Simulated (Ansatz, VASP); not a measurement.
One calculation of KSrCl3, two programs

```
CELL_PARAMETERS angstrom
5.69201 0.00000 0.00000
0.00000 5.69201 0.00000
0.00000 0.00000 5.69201
ATOMIC_POSITIONS crystal
K 0.00000 0.00000 0.00000
Sr 0.50000 0.50000 0.50000
Cl 0.50000 0.50000 0.00000
Cl 0.50000 0.00000 0.50000
Cl 0.00000 0.50000 0.50000
```

Alike in both runs: task single point; functional r2SCAN; k mesh 4 × 4 × 4; no spin polarisation.

|  | VASP | Ansatz |
| --- | --- | --- |
| version | VASP 6.6.1 | Ansatz 0.2.0 |
| potentials or method | VASP PAW PBE potentials, release 64 (K_sv, Sr_sv, Cl) | plane waves, PAW |
| plane-wave cutoff (eV) | 520 | 500 |
| occupations | gaussian, width 0.01 eV | fixed |
| valence electrons in the cell | 40 | 40 |

|  | VASP | Ansatz | Ansatz less VASP |
| --- | --- | --- | --- |
| gap on the k mesh at the Fermi level (eV) | 5.14 | 5.13 | -0.003 |
| pressure (GPa) | -0.6 | -0.6 | -0.02 |

VASP's potentials were made for PBE, not for r2SCAN.
